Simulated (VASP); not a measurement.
# CuSn5 (P-6m2) in VASP: further runs

CuSn5 is run at these levels: PBE; tasks: single point.

Program: VASP 6.6.1. These are calculated values, not measurements. Logs are shortened: lines on timing, memory, paths and dates and some standing lists are left out, and cuts for length are marked.

## 1. The cell of the first run

Symmetry: P-6m2, No. 187, hexagonal system. Conventional cell: a = 3.284 Å, b = 3.284 Å, c = 16.393 Å, α = 90.00°, β = 90.00°, γ = 120.00°. Cu (site symmetry -6m2) has 6 Cu at 3.28 Å and 6 Sn at 3.33 Å within 4.3 Å. Sn (site symmetry 3m) has 9 Sn at 3.28 to 3.33 Å and 3 Cu at 3.33 Å within 4.3 Å. Within 4.3 Å of Sn (site symmetry -6m2) lie 12 Sn at 3.28 to 3.33 Å. Sn (site symmetry 3m) has 12 Sn at 3.28 to 3.33 Å within 4.3 Å.

## 2. Single point, PBE

Input file INCAR:

```
SYSTEM = CuSn5
ALGO = Normal ; EDIFF = 1E-6
ENCUT = 520 ; GGA = PE
ISIF = 2 ; ISMEAR = 0
LASPH = .True. ; LCHARG = .False.
LREAL = .False. ; LWAVE = .False.
NBANDS = 50 ; NELM = 60
PREC = Accurate ; SIGMA = 0.1
```

Input file KPOINTS:

```
k-points
0
Gamma
  6 6 1
  0 0 0
```

Input file POSCAR:

```
CuSn5
1.0
    3.2843294100      0.0000000000      0.0000000000
   -1.6421647100      2.8443127100      0.0000000000
    0.0000000000      0.0000000000     16.3925461200
Cu Sn
1 5
Direct
    0.6666666700      0.3333333300      0.0000000000
    0.3333333300      0.6666666700      0.8333333300
    0.3333333300      0.6666666700      0.1666666700
    0.3333333300      0.6666666700      0.5000000000
    0.6666666700      0.3333333300      0.3333333300
    0.6666666700      0.3333333300      0.6666666700
```

Potentials or basis: VASP PAW PBE potentials, release 64 (Cu, Sn_d).

The run is started by

```console
cat potpaw_PBE.64/Cu/POTCAR potpaw_PBE.64/Sn_d/POTCAR > POTCAR
mpirun -np 1 vasp_std > vasp.out
```

OUTCAR:

```text
SYSTEM = CuSn5
   EDIFF = 1E-6
   ENCUT = 520
   GGA = PE
   ISIF = 2
   ISMEAR = 0
   LASPH = .True.
   LREAL = .False.
   NELM = 60
   PREC = Accurate

 ion  position               nearest neighbor table
   1  0.667  0.333  0.000-
   2  0.333  0.667  0.833-   6 3.33   6 3.33   6 3.33
   3  0.333  0.667  0.167-   5 3.33   5 3.33   5 3.33
   4  0.333  0.667  0.500-   5 3.33   6 3.33   5 3.33   6 3.33   5 3.33   6 3.33
   5  0.667  0.333  0.333-   3 3.33   3 3.33   3 3.33   4 3.33   4 3.33   4 3.33
   6  0.667  0.333  0.667-   2 3.33   2 3.33   2 3.33   4 3.33   4 3.33   4 3.33

  LATTYP: Found a hexagonal cell.
 ALAT       =     3.2843294100
 C/A-ratio  =     4.9911394606

  Lattice vectors:

 A1 = (   3.2843294100,   0.0000000000,   0.0000000000)
 A2 = (  -1.6421647100,   2.8443127100,   0.0000000000)
 A3 = (   0.0000000000,   0.0000000000,  16.3925461200)

Analysis of symmetry for initial positions (statically):
=====================================================================
 Subroutine PRICEL returns:
 Original cell was already a primitive cell.

 Routine SETGRP: Setting up the symmetry group for a
 hexagonal supercell.

 Subroutine GETGRP returns: Found 12 space group operations
 (whereof 12 operations were pure point group operations)
 out of a pool of 24 trial point group operations.

The static configuration has the point symmetry D_3h.

Analysis of symmetry for dynamics (positions and initial velocities):
=====================================================================
 Subroutine PRICEL returns:
 Original cell was already a primitive cell.

 Routine SETGRP: Setting up the symmetry group for a
 hexagonal supercell.

 Subroutine GETGRP returns: Found 12 space group operations
 (whereof 12 operations were pure point group operations)
 out of a pool of 24 trial point group operations.

The dynamic configuration has the point symmetry D_3h.

 Subroutine INISYM returns: Found 12 space group operations
 (whereof 12 operations are pure point group operations),
 and found     1 'primitive' translations

----------------------------------------------------------------------------------------

                                     Primitive cell

  volume of cell :     153.1336

  direct lattice vectors                    reciprocal lattice vectors
     3.284329410  0.000000000  0.000000000     0.304476158  0.175789392  0.000000000
    -1.642164710  2.844312710  0.000000000     0.000000000  0.351578783  0.000000000
     0.000000000  0.000000000 16.392546120     0.000000000  0.000000000  0.061003336

  length of vectors
     3.284329410  3.284329418 16.392546120     0.351578784  0.351578783  0.061003336

  position of ions in fractional coordinates (direct lattice)
     0.666666670  0.333333330  0.000000000
     0.333333330  0.666666670  0.833333330
     0.333333330  0.666666670  0.166666670
     0.333333330  0.666666670  0.500000000
     0.666666670  0.333333330  0.333333330
     0.666666670  0.333333330  0.666666670

  ion indices of the primitive-cell ions
   primitive index   ion index
                 1           1
                 2           2
                 3           3
                 4           4
                 5           5
                 6           6

----------------------------------------------------------------------------------------

 KPOINTS: k-points

Automatic generation of k-mesh.
 Grid dimensions read from file:
 generate k-points for:    6    6    1

 Generating k-lattice:

  Cartesian coordinates                     Fractional coordinates (reciprocal lattice)
     0.050746026  0.029298232  0.000000000     0.166666667  0.000000000  0.000000000
     0.000000000  0.058596464  0.000000000     0.000000000  0.166666667  0.000000000
     0.000000000  0.000000000  0.061003336     0.000000000  0.000000000  1.000000000

  Length of vectors
     0.058596464  0.058596464  0.061003336

  Shift w.r.t. Gamma in fractional coordinates (k-lattice)
     0.000000000  0.000000000  0.000000000

 Subroutine IBZKPT returns following result:
 ===========================================

 Found      7 irreducible k-points:

 Following reciprocal coordinates:
            Coordinates               Weight
  0.000000  0.000000  0.000000      1.000000
  0.166667 -0.000000  0.000000      6.000000
  0.333333 -0.000000  0.000000      6.000000
  0.500000 -0.000000  0.000000      3.000000
  0.166667  0.166667  0.000000      6.000000
  0.333333  0.166667  0.000000     12.000000
  0.333333  0.333333  0.000000      2.000000
   k-points           NKPTS =      7   k-points in BZ     NKDIM =      7   number of bands    NBANDS=     50
   number of dos      NEDOS =    301   number of ions     NIONS =      6
   total plane-waves  NPLWV =  72576
   dimension x,y,z NGX =    24 NGY =   24 NGZ =  126
   dimension x,y,z NGXF=    48 NGYF=   48 NGZF=  252
   ions per type =               1   5
   NGX,Y,Z   is equivalent  to a cutoff of  12.15, 12.15, 12.78 a.u.
   NGXF,Y,Z  is equivalent  to a cutoff of  24.30, 24.30, 25.56 a.u.
 SYSTEM =  CuSn5
   PREC   = accura    normal or accurate (medium, high low for compatibility)
   ISTART =      0    job   : 0-new  1-cont  2-samecut
   ICHARG =      2    charge: 1-file 2-atom 10-const
   ISPIN  =      1    spin polarized calculation?
   LNONCOLLINEAR =      F non collinear calculations
   LSORBIT =      F    spin-orbit coupling
   LASPH  =      T    aspherical Exc in radial PAW
   ENCUT  =  520.0 eV  38.22 Ry    6.18 a.u.   6.11  6.11 30.48*2*pi/ulx,y,z
   NELM   =     60;   NELMIN=  2; NELMDL= -5     # of ELM steps
   EDIFF  = 0.1E-05   stopping-criterion for ELM
   LREAL  =      F    real-space projection
[... 7 lines left out ...]
   TEBEG  =    0.0;   TEEND  =   0.0 temperature during run
   PSTRESS=    0.0 pullay stress
   NELECT =      81.0000    total number of electrons
   NUPDOWN=      -1.0000    fix difference up-down
   EMIN   =  10.00;   EMAX   =-10.00  energy-range for DOS
   EFERMI =   0.00;   METHOD = LEGACY
   ISMEAR =     0;   SIGMA  =   0.10  broadening in eV -4-tet -1-fermi 0-gaus
   EFERMI_NEDOS =   21; number of points for ismear=-14 and -15
   IALGO  =     38    algorithm
   IMIX   =      4    mixing-type and parameters
     AMIX     =   0.40;   BMIX     =  1.00
     AMIX_MAG =   1.60;   BMIX_MAG =  1.00
  volume/ion in A,a.u.               =      25.52       172.23
  Fermi-wavevector in a.u.,A,eV,Ry     =   1.323975  2.501949 23.849774  1.752909
  Thomas-Fermi vector in A             =   2.453543
   LORBIT       =      0    0 simple, 1 ext, 2 COOP (PROOUT), +10 PAW based schemes
   GGA     = PE    functional components
   LHFCALC =     F    Hartree Fock is set to
   AEXX    =    0.0000 exact exchange contribution
   IVDW    =     0    specifies the selected vdW correction
   LEPSILON=     F    determine dielectric tensor
   LRPA    =     F    only Hartree local field effects (RPA)
 non-spin polarized calculation
 Gauss-broadening in eV      SIGMA  =   0.10
  energy-cutoff  :      520.00
  volume of cell :      153.13
 maximum number of plane-waves:      4146
   NGX = 13   NGY = 13   NGZ = 61

 number of electron      80.9999985 magnetization

 Free energy of the ion-electron system (eV)
  ---------------------------------------------------
  ext. energy  EPLUGINS =         0.00000000
  ---------------------------------------------------
  free energy    TOTEN  =       -21.01398459 eV

  energy without entropy =      -20.97104468  energy(sigma->0) =      -20.99251463

 E-fermi :   7.7070     XC(G=0): -10.3777

 val. band max:        7.6554659839   @ k =   0.1667  -0.0000   0.0000
 cond. band min:       7.7115997424   @ k =   0.3333  -0.0000   0.0000
 fundamental gap:      0.0561337585
 Fermi energy:         7.7070306144

 k-point     1 :       0.0000    0.0000    0.0000
  band No.  band energies     occupation
      1     -13.9760      2.00000
      2     -13.9760      2.00000
      3     -13.9740      2.00000
      4     -13.9729      2.00000
      5     -13.9729      2.00000
      6     -13.9729      2.00000
[... 42 lines left out ...]
     49      15.5589      0.00000
     50      15.7554      0.00000

 k-point     2 :       0.1667   -0.0000    0.0000
  band No.  band energies     occupation
      1     -13.9975      2.00000
      2     -13.9974      2.00000
      3     -13.9773      2.00000
      4     -13.9766      2.00000
      5     -13.9465      2.00000
      6     -13.9465      2.00000
[... 42 lines left out ...]
     49      13.6758      0.00000
     50      14.6666      0.00000

 k-point     3 :       0.3333   -0.0000    0.0000
  band No.  band energies     occupation
      1     -14.0393      2.00000
      2     -14.0358      2.00000
      3     -14.0026      2.00000
      4     -13.9983      2.00000
      5     -13.9592      2.00000
      6     -13.9524      2.00000
[... 42 lines left out ...]
     49      12.0547      0.00000
     50      13.1355      0.00000

 k-point     4 :       0.5000   -0.0000    0.0000
  band No.  band energies     occupation
      1     -14.0592      2.00000
      2     -14.0539      2.00000
      3     -14.0147      2.00000
      4     -14.0092      2.00000
      5     -13.9834      2.00000
      6     -13.9779      2.00000
[... 42 lines left out ...]
     49      11.4506      0.00000
     50      12.3829      0.00000

 k-point     5 :       0.1667    0.1667    0.0000
  band No.  band energies     occupation
      1     -13.9863      2.00000
      2     -13.9858      2.00000
      3     -13.9815      2.00000
      4     -13.9806      2.00000
      5     -13.9527      2.00000
      6     -13.9450      2.00000
[... 42 lines left out ...]
     49      12.0245      0.00000
     50      13.0342      0.00000

 k-point     6 :       0.3333    0.1667    0.0000
  band No.  band energies     occupation
      1     -14.0057      2.00000
      2     -14.0029      2.00000
      3     -13.9775      2.00000
      4     -13.9723      2.00000
      5     -13.9617      2.00000
      6     -13.9591      2.00000
[... 42 lines left out ...]
     49      10.5536      0.00000
     50      11.0284      0.00000

 k-point     7 :       0.3333    0.3333    0.0000
  band No.  band energies     occupation
      1     -13.9787      2.00000
      2     -13.9571      2.00000
      3     -13.9530      2.00000
      4     -13.9427      2.00000
      5     -13.9380      2.00000
      6     -13.9343      2.00000
[... 42 lines left out ...]
     49       9.7651      0.00000
     50      10.9744      0.00000

------------------------ aborting loop because EDIFF is reached ----------------------------------------

  FORCE on cell =-STRESS in cart. coord.  units (eV):
  Direction    XX          YY          ZZ          XY          YZ          ZX
  --------------------------------------------------------------------------------------
  -------------------------------------------------------------------------------------
  Total       -0.0678583     -0.0678583      1.6950314      0.0000000      0.0000000      0.0000000
  in kB       -0.7099752     -0.7099752     17.7344556      0.0000000      0.0000000      0.0000000
  external PRESSURE =       5.4381684 kB  Pullay stress =       0.0000000 kB

 VOLUME and BASIS-vectors are now :
 -----------------------------------------------------------------------------
  energy-cutoff  :      520.00
  volume of cell :      153.13
      direct lattice vectors                 reciprocal lattice vectors
     3.284329410  0.000000000  0.000000000     0.304476158  0.175789392  0.000000000
    -1.642164710  2.844312710  0.000000000     0.000000000  0.351578783  0.000000000
     0.000000000  0.000000000 16.392546120     0.000000000  0.000000000  0.061003336

 POSITION                                       TOTAL-FORCE (eV/Angst)
 -----------------------------------------------------------------------------------
      1.64216      0.94810      0.00000        -0.000000      0.000000      0.000000
     -0.00000      1.89621     13.66046         0.000000     -0.000000      1.304124
     -0.00000      1.89621      2.73209         0.000000     -0.000000     -1.304124
     -0.00000      1.89621      8.19627         0.000000     -0.000000      0.000000
      1.64216      0.94810      5.46418        -0.000000      0.000000      0.275860
      1.64216      0.94810     10.92836        -0.000000      0.000000     -0.275860
 -----------------------------------------------------------------------------------
    total drift:                                0.000004     -0.000003      0.000000

  FREE ENERGIE OF THE ION-ELECTRON SYSTEM (eV)
  ---------------------------------------------------
  free  energy   TOTEN  =       -21.0139845861 eV

  energy  without entropy=      -20.9710446784  energy(sigma->0) =      -20.99251463
```

Wall time 2.5 min (1 thread of AMD EPYC 7R13, shared host); peak memory 0.24 GiB.

Results:

```
Free energy            : -21.0140 eV
Pressure               : 0.5 GPa
Largest force          : 1.304 eV/Å
Band gap on the k mesh : zero (an odd number of electrons rules out a gap without spin polarisation)
```

Forces on the atoms (eV/Å):
```
Cu   0.000  0.000  0.000
Sn   0.000  0.000  1.304
Sn   0.000  0.000 -1.304
Sn   0.000  0.000  0.000
Sn   0.000  0.000  0.276
Sn   0.000  0.000 -0.276
```

Stress tensor (GPa, compression positive):
```
-0.07  0.00  0.00
 0.00 -0.07  0.00
 0.00  0.00  1.77
```

Levels at points of the mesh, in eV from the Fermi level:
| k point | band 36 | band 37 | band 38 | band 39 | band 40 | band 41 | band 42 | band 43 | band 44 | band 45 |
| --- | --- | --- | --- | --- | --- | --- | --- | --- | --- | --- |
| (0.00, 0.00, 0.00) | -1.71 | -1.71 | -0.60 | -0.36 | 4.33 | 4.71 | 6.42 | 6.42 | 6.80 | 6.80 |
| (0.50, 0.00, 0.00) | -2.24 | -2.02 | -1.80 | -1.59 | -1.47 | -0.23 | 0.18 | 1.15 | 1.74 | 2.43 |

Caveat: the k points lie up to 0.38 Å⁻¹ apart, too coarse for converged energies and pressures of a metal; spin-orbit coupling is left out, which moves the levels of the heavy elements; forces of over 1 eV/Å act on the atoms, so gaps and moduli don't describe the material at rest.

## 3. Single point, PBE

This run uses another cell than the first one, of 25.36 Å³/atom.

Input file INCAR:

```
SYSTEM = CuSn5
ALGO = Fast
EDIFF = 1E-7
ENCUT = 520
GGA = PE
ISIF = 2
ISMEAR = 0
LASPH = .True.
LCHARG = .True.
LELF = .True.
LREAL = .False.
LVHAR = .True.
LWAVE = .False.
NBANDS = 50
NELM = 80
PREC = Accurate
SIGMA = 0.1
```

Input file KPOINTS:

```
k-points
0
Gamma
  12 12 4
  0 0 0
```

Input file POSCAR:

```
CuSn5
1.0
    3.4703537388      0.0000000000      0.0000000000
   -1.7351768694      3.0054144980      0.0000000000
    0.0000000000      0.0000000000     14.5880103089
Cu Sn
1 5
Direct
    0.6666666667      0.3333333333      0.0000000000
    0.3333333333      0.6666666667      0.8706849281
    0.3333333333      0.6666666667      0.1293150719
    0.3333333333      0.6666666667      0.5000000000
    0.6666666667      0.3333333333      0.3150965890
    0.6666666667      0.3333333333      0.6849034110
```

Potentials or basis: VASP PAW PBE potentials, release 64 (Cu, Sn_d).

The run is started by

```console
cat potpaw_PBE.64/Cu/POTCAR potpaw_PBE.64/Sn_d/POTCAR > POTCAR
mpirun -np 1 vasp_std > vasp.out
```

Wall time 23 min (1 thread of AMD EPYC 7R13, shared host); peak memory 0.47 GiB.

It converged, with:

```yaml
Free_energy: -22.3067 eV
Pressure: 0.0 GPa
Largest_force: 0.020 eV/Å
Band_gap_on_the_k_mesh: zero (an odd number of electrons rules out a gap without spin polarisation)
```

Forces on the atoms (eV/Å):
```
Cu   0.000  0.000  0.000
Sn   0.000  0.000 -0.020
Sn   0.000  0.000  0.020
Sn   0.000  0.000  0.000
Sn   0.000  0.000 -0.002
Sn   0.000  0.000  0.002
```

Levels at points of the mesh, in eV from the Fermi level:
```tsv
k point	band 39	band 40	band 41	band 42	band 43	band 44
(0.00, 0.00, 0.00)	1.94	5.01	5.01	5.55	5.55	5.66
(0.50, 0.00, 0.00)	-2.19	-2.03	-0.02	0.12	1.63	1.65
(0.00, 0.00, 0.50)	3.91	5.09	5.12	5.12	5.22	5.22
(0.50, 0.00, 0.50)	-2.49	-1.24	-1.18	0.52	1.83	1.86
```

Caveat: spin-orbit coupling is left out, which moves the levels of the heavy elements.

The gap in the log of VASP goes by the Fermi energy; the results here count the filled bands.